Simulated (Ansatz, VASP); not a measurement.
# Ni: VASP beside Ansatz

```xyz
2
Lattice="2.5136 0.0000 0.0000 -1.2568 2.1769 0.0000 0.0000 0.0000 4.1160" Properties=species:S:1:pos:R:3 pbc="T T T"
Ni    0.0000    1.4512    1.0290
Ni    1.2568    0.7256    3.0870
```

Alike in both runs: task single point; functional RPBE; k mesh 16 × 16 × 9; occupations fermi-dirac, width 0.05 eV; collinear spin.

|  | VASP | Ansatz |
| --- | --- | --- |
| version | VASP 6.6.1 | Ansatz 0.2.0 |
| potentials or method | VASP PAW PBE potentials, release 64 (Ni), cutoff 520 eV | plane waves (420 eV) with PAW, scalar-relativistic |
| valence electrons in the cell | 20 | 36 |

|  | VASP | Ansatz | Ansatz less VASP |
| --- | --- | --- | --- |
| pressure (GPa) | -0.1 | -0.1 | -0.01 |
| traceless stress, the component that is largest in VASP (GPa) | 0.41 | 0.30 | -0.115 |
| net moment per atom (μB) | 0.64 | 0.68 | +0.032 |
| size of the moment on the site where the two differ most (μB) | 0.66 | 0.72 | +0.058 |

VASP's potentials were made for PBE, not for RPBE. Site moments also hang on the region over which each program counts them. The functional is the same, so the differences come from potentials, cutoffs and numerics. VASP's potentials hold 20 valence electrons a cell and Ansatz's 36, so a difference there can come from the potentials and not from the codes.
